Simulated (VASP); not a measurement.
# NaF (Pm-3m) in VASP: a series of runs

Aim: see how the results for NaF move with the level of theory and the settings. Levels: PBEsol, PBE, r2SCAN. Tasks: vibrations by perturbation theory, dielectric tensor.

Everything below comes from runs of VASP 6.6.1. Logs are shortened: lines on timing, memory, paths and dates and some standing lists are left out, and cuts for length are marked.

## Step 1: The cell of the first run

Symmetry: Pm-3m, No. 221, cubic system. The conventional cell has a = 2.817 Å, b = 2.817 Å, c = 2.817 Å, α = 90.00°, β = 90.00°, γ = 90.00°. Within 3.2 Å of Na (site symmetry m-3m) lie 8 F at 2.44 Å and 6 Na at 2.82 Å. Within 3.2 Å of F (site symmetry m-3m) lie 8 Na at 2.44 Å and 6 F at 2.82 Å.

## Step 2: Vibrations by perturbation theory, PBEsol

Input file INCAR:

```
PREC = Accurate
ENCUT = 520
EDIFF = 1E-8
ISMEAR = 0
SIGMA = 0.01
LREAL = False
LASPH = True
NELM = 80
ALGO = Normal
ISIF = 2
LWAVE = False
LCHARG = True
GGA = PS
IBRION = 8
NSW = 1
LEPSILON = True
```

Input file KPOINTS:

```
Automatic mesh
0
Gamma
  8 8 8
```

Input file POSCAR:

```
NaF
1.0
    2.8169868063      0.0000000000      0.0000000000
    0.0000000000      2.8169868063      0.0000000000
    0.0000000000      0.0000000000      2.8169868063
Na F
1 1
Direct
    0.0000000000      0.0000000000      0.0000000000
    0.5000000000      0.5000000000      0.5000000000
```

Potentials or basis: VASP PAW PBE potentials, release 64 (Na_pv, F).

Run with:

```sh
$ cat potpaw_PBE.64/Na_pv/POTCAR potpaw_PBE.64/F/POTCAR > POTCAR
$ mpirun -np 1 vasp_std > vasp.out
```

OUTCAR:

```text
PREC = Accurate
   ENCUT = 520
   EDIFF = 1E-8
   ISMEAR = 0
   LREAL = False
   LASPH = True
   NELM = 80
   ISIF = 2
   GGA = PS
   IBRION = 8
   NSW = 1
   LEPSILON = True

 ion  position               nearest neighbor table
   1  0.000  0.000  0.000-
   2  0.500  0.500  0.500-

  LATTYP: Found a simple cubic cell.
 ALAT       =     2.8169868063

  Lattice vectors:

 A1 = (   2.8169868063,   0.0000000000,   0.0000000000)
 A2 = (   0.0000000000,   2.8169868063,   0.0000000000)
 A3 = (   0.0000000000,   0.0000000000,   2.8169868063)

Analysis of symmetry for initial positions (statically):
=====================================================================
 Subroutine PRICEL returns:
 Original cell was already a primitive cell.

 Routine SETGRP: Setting up the symmetry group for a
 simple cubic supercell.

 Subroutine GETGRP returns: Found 48 space group operations
 (whereof 48 operations were pure point group operations)
 out of a pool of 48 trial point group operations.

The static configuration has the point symmetry O_h .

Analysis of symmetry for dynamics (positions and initial velocities):
=====================================================================
 Subroutine PRICEL returns:
 Original cell was already a primitive cell.

 Routine SETGRP: Setting up the symmetry group for a
 simple cubic supercell.

 Subroutine GETGRP returns: Found 48 space group operations
 (whereof 48 operations were pure point group operations)
 out of a pool of 48 trial point group operations.

The dynamic configuration has the point symmetry O_h .

 Subroutine INISYM returns: Found 48 space group operations
 (whereof 48 operations are pure point group operations),
 and found     1 'primitive' translations

----------------------------------------------------------------------------------------

                                     Primitive cell

  volume of cell :      22.3540

  direct lattice vectors                    reciprocal lattice vectors
     2.816986806  0.000000000  0.000000000     0.354989238  0.000000000  0.000000000
     0.000000000  2.816986806  0.000000000     0.000000000  0.354989238  0.000000000
     0.000000000  0.000000000  2.816986806     0.000000000  0.000000000  0.354989238

  length of vectors
     2.816986806  2.816986806  2.816986806     0.354989238  0.354989238  0.354989238

  position of ions in fractional coordinates (direct lattice)
     0.000000000  0.000000000  0.000000000
     0.500000000  0.500000000  0.500000000

  ion indices of the primitive-cell ions
   primitive index   ion index
                 1           1
                 2           2

----------------------------------------------------------------------------------------

 KPOINTS: Automatic mesh

Automatic generation of k-mesh.
 Grid dimensions read from file:
 generate k-points for:    8    8    8

 Generating k-lattice:

  Cartesian coordinates                     Fractional coordinates (reciprocal lattice)
     0.044373655  0.000000000  0.000000000     0.125000000  0.000000000  0.000000000
     0.000000000  0.044373655  0.000000000     0.000000000  0.125000000  0.000000000
[... 484 lines left out ...]
  ---------------------------------------------------
  ---------------------------------------------------
  free energy    TOTEN  =        -0.06646951 eV

  energy without entropy =       -0.06646951

------------------------ aborting loop because EDIFF is reached ----------------------------------------

--------------------------------------- Ionic step        2  -------------------------------------------

------------------------ aborting loop because EDIFF is reached ----------------------------------------

--------------------------------------- Ionic step        3  -------------------------------------------

------------------------ aborting loop because EDIFF is reached ----------------------------------------

 PIEZOELECTRIC TENSOR FIELD DIRECTION 3  (e Angst)
 -----------------------------------------------------------------------------
    -0.00006  0.00000  0.00000           (  0.00000  0.00000  0.00000)
     0.00000 -0.00006 -0.00000           (  0.00000  0.00000 -0.00000)
     0.00000 -0.00000 -0.00020           (  0.00000 -0.00000 -0.00003)

 PIEZOELECTRIC TENSOR FIELD DIRECTION 3  (C/m^2)
 -----------------------------------------------------------------------------
    -0.00004  0.00000  0.00000
     0.00000 -0.00004 -0.00000
     0.00000 -0.00000 -0.00015

--------------------------------------- Ionic step        4  -------------------------------------------

------------------------ aborting loop because EDIFF is reached ----------------------------------------

[... ionic steps 5 to 6 ...]

--------------------------------------- Ionic step        7  -------------------------------------------

 Free energy of the ion-electron system (eV)
  ---------------------------------------------------
  ---------------------------------------------------
  free energy    TOTEN  =        -0.52519869 eV

  energy without entropy =       -0.52519869

------------------------ aborting loop because EDIFF is reached ----------------------------------------

 INTERNAL STRAIN TENSOR  FOR ION    2  DIRECTION 1   (eV/Angst):
 -----------------------------------------------------------------------------
    -0.03489  0.00000 -0.00000
     0.00000  0.03836 -0.00000
    -0.00000 -0.00000  0.03836

 MACROSCOPIC STATIC DIELECTRIC TENSOR (including local field effects in DFT)
 ------------------------------------------------------
           1.981710     0.000000     0.000000
           0.000000     1.981710    -0.000000
           0.000000    -0.000000     1.981710
 ------------------------------------------------------

 PIEZOELECTRIC TENSOR (including local field effects)  for field in x, y, z        (e  Angst)
          XX          YY          ZZ          XY          YZ          ZX
  --------------------------------------------------------------------------------
  x     0.00000     0.00000     0.00000     0.00000     0.00000     0.00000
  y     0.00000     0.00000     0.00000     0.00000     0.00000     0.00000
  z     0.00000     0.00000     0.00000     0.00000     0.00000     0.00000

 PIEZOELECTRIC TENSOR (including local field effects)  for field in x, y, z        (C/m^2)
          XX          YY          ZZ          XY          YZ          ZX
  --------------------------------------------------------------------------------
  x     0.00000     0.00000     0.00000     0.00000     0.00000     0.00000
  y     0.00000     0.00000     0.00000     0.00000     0.00000     0.00000
  z     0.00000     0.00000     0.00000     0.00000     0.00000     0.00000

 BORN EFFECTIVE CHARGES (including local field effects) (in |e|, cummulative output)
 ---------------------------------------------------------------------------------
 ion    1
    1     1.04146    -0.00000     0.00000
    2     0.00000     1.04146     0.00000
    3     0.00000     0.00000     1.04146
 ion    2
    1    -1.04146     0.00000     0.00000
    2    -0.00000    -1.04146    -0.00000
    3    -0.00000    -0.00000    -1.04146

 INTERNAL STRAIN TENSOR FOR ION    2 for displacements in x,y,z  (eV/Angst):
          X           Y           Z          XY          YZ          ZX
  --------------------------------------------------------------------------------
  x     0.00000     0.00000     0.00000     0.00000     0.00000     0.00000
  y     0.00000     0.00000     0.00000     0.00000     0.00000     0.00000
  z     0.00000     0.00000     0.00000     0.00000     0.00000     0.00000

 SECOND DERIVATIVES (NOT SYMMETRIZED)
 ------------------------------------
               1X          1Y          1Z          2X          2Y          2Z
  1X    -1.145417   -0.000000    0.000000    1.145417    0.000000    0.000000
  1Y    -0.000000   -1.145417    0.000000    0.000000    1.145417   -0.000000
  1Z    -0.000000   -0.000000   -1.145417    0.000000    0.000000    1.145417
  2X     1.216396   -0.000000    0.000000   -1.216396    0.000000   -0.000000
  2Y    -0.000000    1.216396   -0.000000    0.000000   -1.216396    0.000000
  2Z    -0.000000   -0.000000    1.216396    0.000000    0.000000   -1.216396

 Eigenvectors and eigenvalues of the dynamical matrix
 ----------------------------------------------------

   1 f  =    5.275523 THz    33.147090 2PiTHz  175.972515 cm-1    21.817801 meV
             X         Y         Z           dx          dy          dz
      0.000000  0.000000  0.000000     0.000000    0.661545    0.000000
      1.408493  1.408493  1.408493     0.000000   -0.749905    0.000000
[... 21 lines left out ...]
   6 f/i=    0.078670 THz     0.494300 2PiTHz    2.624158 cm-1     0.325354 meV
             X         Y         Z           dx          dy          dz
      0.000000  0.000000  0.000000    -0.694356   -0.283244   -0.000000
      1.408493  1.408493  1.408493    -0.612542   -0.249870    0.000000

--------------------------------------------------------------------------------------------------------

 MACROSCOPIC STATIC DIELECTRIC TENSOR IONIC CONTRIBUTION
 ------------------------------------------------------
           7.431717    -0.000000     0.000000
          -0.000000     7.431717     0.000000
           0.000000     0.000000     7.431717
 ------------------------------------------------------

 ELASTIC MODULI CONTR FROM IONIC RELAXATION (kBar)
 Direction    XX          YY          ZZ          XY          YZ          ZX
 --------------------------------------------------------------------------------
 XX           0.0000      0.0000      0.0000      0.0000      0.0000      0.0000
 YY           0.0000      0.0000      0.0000      0.0000      0.0000      0.0000
 ZZ           0.0000      0.0000      0.0000      0.0000      0.0000      0.0000
 XY           0.0000      0.0000      0.0000      0.0000      0.0000      0.0000
 YZ           0.0000      0.0000      0.0000      0.0000      0.0000      0.0000
 ZX           0.0000      0.0000      0.0000      0.0000      0.0000      0.0000
 --------------------------------------------------------------------------------

 PIEZOELECTRIC TENSOR IONIC CONTR  for field in x, y, z        (C/m^2)
          XX          YY          ZZ          XY          YZ          ZX
  --------------------------------------------------------------------------------
  x     0.00000     0.00000     0.00000     0.00000     0.00000     0.00000
  y     0.00000     0.00000     0.00000     0.00000     0.00000     0.00000
  z     0.00000     0.00000     0.00000     0.00000     0.00000     0.00000
```

It took 2.6 min on 1 thread of Intel Xeon 8259CL, shared host; peak memory 0.18 GiB.

Results:

```yaml
Electronic_dielectric_tensor_diagonal: 1.98
Born_charges_mean_of_the_diagonal: Na +1.04; F -1.04 e
Highest_phonon_frequency_at_Γ_LO-TO_splitting_left_out: 176 cm⁻¹
```

Phonon frequencies in cm⁻¹ (negative: imaginary):
```csv
q point,frequencies
"(0.000, 0.000, 0.000)",-3 -3 -3 176 176 176
```

Electronic dielectric tensor:
```
1.98 0.00 0.00
0.00 1.98 0.00
0.00 0.00 1.98
```

Born effective charge tensors (e):
atom 1, Na
```
1.04 0.00 0.00
0.00 1.04 0.00
0.00 0.00 1.04
```
atom 2, F
```
-1.04  0.00  0.00
 0.00 -1.04  0.00
 0.00  0.00 -1.04
```

Caveat: the PAW data sets were made with another functional, which shifts forces and pressure a little.

## Step 3: Dielectric tensor, PBE

This run uses another cell than the first one, of 10.90 Å³/atom, 0.975 times its volume.

Input file INCAR:

```
SYSTEM = NaF
PREC = Accurate ; ENCUT = 520
EDIFF = 1E-8 ; ISMEAR = 0
SIGMA = 0.01 ; LREAL = .FALSE.
LASPH = .TRUE. ; NELM = 80
ALGO = Normal ; ISIF = 2
LWAVE = .FALSE. ; LCHARG = .FALSE.
GGA = PE ; LEPSILON = .TRUE.
```

Input file KPOINTS:

```
Automatic mesh
0
G
  8 8 8
  0 0 0
```

Input file POSCAR:

```
NaF
1.0
    2.7934851918      0.0000000000      0.0000000000
    0.0000000000      2.7934851918      0.0000000000
    0.0000000000      0.0000000000      2.7934851918
Na F
1 1
Direct
    0.0000000000      0.0000000000      0.0000000000
    0.5000000000      0.5000000000      0.5000000000
```

Potentials or basis: VASP PAW PBE potentials, release 64 (Na_pv, F).

Run with:

```sh
$ cat potpaw_PBE.64/Na_pv/POTCAR potpaw_PBE.64/F/POTCAR > POTCAR
$ mpirun -np 1 vasp_std > vasp.out
```

OUTCAR:

```text
SYSTEM = NaF
   PREC = Accurate
   ENCUT = 520
   EDIFF = 1E-8
   ISMEAR = 0
   LREAL = .FALSE.
   LASPH = .TRUE.
   NELM = 80
   ISIF = 2
   GGA = PE
   LEPSILON = .TRUE.

 ion  position               nearest neighbor table
   1  0.000  0.000  0.000-
   2  0.500  0.500  0.500-

  LATTYP: Found a simple cubic cell.
 ALAT       =     2.7934851918

  Lattice vectors:

 A1 = (   2.7934851918,   0.0000000000,   0.0000000000)
 A2 = (   0.0000000000,   2.7934851918,   0.0000000000)
 A3 = (   0.0000000000,   0.0000000000,   2.7934851918)

Analysis of symmetry for initial positions (statically):
=====================================================================
 Subroutine PRICEL returns:
 Original cell was already a primitive cell.

 Routine SETGRP: Setting up the symmetry group for a
 simple cubic supercell.

 Subroutine GETGRP returns: Found 48 space group operations
[... 555 lines left out ...]
--------------------------------------- Ionic step        3  -------------------------------------------

 Free energy of the ion-electron system (eV)
  ---------------------------------------------------
  ---------------------------------------------------
  free energy    TOTEN  =        -0.06368960 eV

  energy without entropy =       -0.06368960

------------------------ aborting loop because EDIFF is reached ----------------------------------------

 PIEZOELECTRIC TENSOR FIELD DIRECTION 3  (e Angst)
 -----------------------------------------------------------------------------
    -0.00006  0.00000  0.00000           (  0.00000  0.00000  0.00000)
     0.00000 -0.00006 -0.00000           (  0.00000  0.00000 -0.00000)
     0.00000 -0.00000 -0.00019           (  0.00000 -0.00000 -0.00003)

 PIEZOELECTRIC TENSOR FIELD DIRECTION 3  (C/m^2)
 -----------------------------------------------------------------------------
    -0.00004  0.00000  0.00000
     0.00000 -0.00004 -0.00000
     0.00000 -0.00000 -0.00014

 MACROSCOPIC STATIC DIELECTRIC TENSOR (including local field effects in DFT)
 ------------------------------------------------------
           1.961855    -0.000000     0.000000
           0.000000     1.961855     0.000000
          -0.000000    -0.000000     1.961855
 ------------------------------------------------------

 PIEZOELECTRIC TENSOR (including local field effects)  for field in x, y, z        (e  Angst)
          XX          YY          ZZ          XY          YZ          ZX
  --------------------------------------------------------------------------------
  x     0.00000     0.00000     0.00000     0.00000     0.00000     0.00000
  y     0.00000     0.00000     0.00000     0.00000     0.00000     0.00000
  z     0.00000     0.00000     0.00000     0.00000     0.00000     0.00000

 PIEZOELECTRIC TENSOR (including local field effects)  for field in x, y, z        (C/m^2)
          XX          YY          ZZ          XY          YZ          ZX
  --------------------------------------------------------------------------------
  x     0.00000     0.00000     0.00000     0.00000     0.00000     0.00000
  y     0.00000     0.00000     0.00000     0.00000     0.00000     0.00000
  z     0.00000     0.00000     0.00000     0.00000     0.00000     0.00000

 BORN EFFECTIVE CHARGES (including local field effects) (in |e|, cummulative output)
 ---------------------------------------------------------------------------------
 ion    1
    1     1.03715     0.00000    -0.00000
    2    -0.00000     1.03715    -0.00000
    3     0.00000     0.00000     1.03715
 ion    2
    1    -1.03715     0.00000     0.00000
    2     0.00000    -1.03715     0.00000
    3    -0.00000    -0.00000    -1.03715
```

OSZICAR:

```text
N       E                     dE             d eps       ncg     rms          rms(c)
DAV:   1     0.107464541482E+03    0.10746E+03   -0.84308E+03   781   0.162E+03
DAV:   2    -0.356703449587E+01   -0.11103E+03   -0.10307E+03   816   0.365E+02
DAV:   3    -0.907362779084E+01   -0.55066E+01   -0.54875E+01   905   0.841E+01
[... 11 lines left out ...]
RMM:   4    -0.631075600787E-01   -0.39421E-02   -0.14724E-03  2821   0.372E-01    0.224E-02
RMM:   5    -0.634990696625E-01   -0.39151E-03   -0.34099E-05  2902   0.672E-02    0.863E-03
RMM:   6    -0.636822114716E-01   -0.18314E-03   -0.37778E-06  2882   0.211E-02    0.147E-03
RMM:   7    -0.636838725060E-01   -0.16610E-05   -0.19531E-07  2945   0.442E-03    0.687E-04
RMM:   8    -0.636895753929E-01   -0.57029E-05   -0.24430E-08  2844   0.156E-03    0.654E-05
RMM:   9    -0.636905573773E-01   -0.98198E-06   -0.17012E-09  2824   0.389E-04    0.313E-05
RMM:  10    -0.636895994210E-01    0.95796E-06   -0.20201E-10  2015   0.984E-05    0.277E-06
```

stdout:

```text
POSCAR found type information on POSCAR NaF
 POSCAR found :  2 types and       2 ions
 scaLAPACK will be used
 LDA part: xc-table for (Slater+PW92), standard interpolation
 POSCAR, INCAR and KPOINTS ok, starting setup
 FFT: planning ... GRIDC
 FFT: planning ... GRID_SOFT
 FFT: planning ... GRID
 WAVECAR not read
 entering main loop
 Linear response reoptimize wavefunctions to high precision
 Linear response G [H, r] |phi>, progress :
  Direction:   1
 Linear response G [H, r] |phi>, progress :
  Direction:   2
 Linear response G [H, r] |phi>, progress :
  Direction:   3
 Linear response to external field (no local field effect), progress :
  Direction:   1
 dielectric tensor                  component  1 :     1.765    -0.111    -0.044
 Linear response to external field (no local field effect), progress :
  Direction:   2
 dielectric tensor                  component  2 :    -0.111     1.987    -0.032
 Linear response to external field (no local field effect), progress :
  Direction:   3
 dielectric tensor                  component  3 :    -0.044    -0.032     2.217
 Linear response to external field, progress :
  Direction:   1
 dielectric tensor                  component  1 :     1.962    -0.075    -0.049
 Linear response to external field, progress :
  Direction:   2
 dielectric tensor                  component  2 :    -0.075     1.962    -0.049
 Linear response to external field, progress :
  Direction:   3
 dielectric tensor                  component  3 :    -0.056    -0.069     1.962
 Born effective charges drift removed
```

It took 1.7 min on 1 thread of Intel Xeon 8259CL, shared host; peak memory 0.18 GiB.

What came out:

* Band gap on the k mesh: 6.11 eV, indirect (least direct gap 6.45 eV)
* Electronic dielectric tensor (diagonal): 1.96
* Born charges (mean of the diagonal): Na +1.04; F -1.04 e

Electronic dielectric tensor:
```
1.96 0.00 0.00
0.00 1.96 0.00
0.00 0.00 1.96
```

Born effective charge tensors (e):
atom 1, Na
```
1.04 0.00 0.00
0.00 1.04 0.00
0.00 0.00 1.04
```
atom 2, F
```
-1.04  0.00  0.00
 0.00 -1.04  0.00
 0.00  0.00 -1.04
```

A k mesh can miss the band edges.

[end of part 1 of 2]
